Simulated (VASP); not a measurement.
A run of VASP 6.6.1 is set up as follows.

INCAR

```
SYSTEM = In
PREC = Accurate
ENCUT = 520
EDIFF = 1E-6
ISMEAR = -1
SIGMA = 0.1
LREAL = .FALSE.
LASPH = .TRUE.
NELM = 80
ALGO = Normal
ISIF = 2
LWAVE = .FALSE.
LCHARG = .TRUE.
GGA = PS
LELF = .TRUE.
LVHAR = .TRUE.
NBANDS = 12
```

File KPOINTS:

```
regular mesh
0
G
  13 13 13
  0 0 0
```

File POSCAR:

```
In
1.0
    0.0000000000      2.3056414980      2.3056414980
    2.3056414980      0.0000000000      2.3056414980
    2.3056414980      2.3056414980      0.0000000000
In
1
Direct
    0.0000000000      0.0000000000      0.0000000000
```

Potentials or basis: VASP PAW PBE potentials, release 64 (In_d).

Command:

```bash
$ cat potpaw_PBE.64/In_d/POTCAR > POTCAR
$ mpirun -np 1 vasp_std > vasp.out
```

(1) Estimate the pressure.

## Answers

(1) 2.1 GPa.

Caveat: the PAW data sets were made with another functional, which shifts forces and pressure a little.
